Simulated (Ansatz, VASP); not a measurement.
BP: VASP beside Ansatz

```xyz
2
Lattice="0.0000 2.2734 2.2734 2.2734 0.0000 2.2734 2.2734 2.2734 0.0000" Properties=species:S:1:pos:R:3 pbc="T T T"
B     0.0000    0.0000    0.0000
P     3.4101    3.4101    3.4101
```

Alike in both runs: task relaxation of cell and atoms; functional PBE; k mesh 10 × 10 × 10; occupations gaussian, width 0.02 eV; no spin polarisation.

|  | VASP | Ansatz |
| --- | --- | --- |
| version | VASP 6.6.1 | Ansatz 0.2.0 |
| potentials or method | VASP PAW PBE potentials, release 64 (B, P), cutoff 600 eV | scalar-relativistic, plane waves, PAW |
| valence electrons in the cell | 8 | 8 |

```tsv
	VASP	Ansatz	Ansatz less VASP
gap on the k mesh at the Fermi level, each at its own relaxed structure (eV)	1.25	1.25	+0.005
relaxed volume (Å³/atom)	11.75	11.76	+0.007
relaxed cell length with the largest relative difference (Å)	3.215	3.216	+0.0006
```

Noted on VASP's run: the relaxation stopped at its first step, so nothing moved.
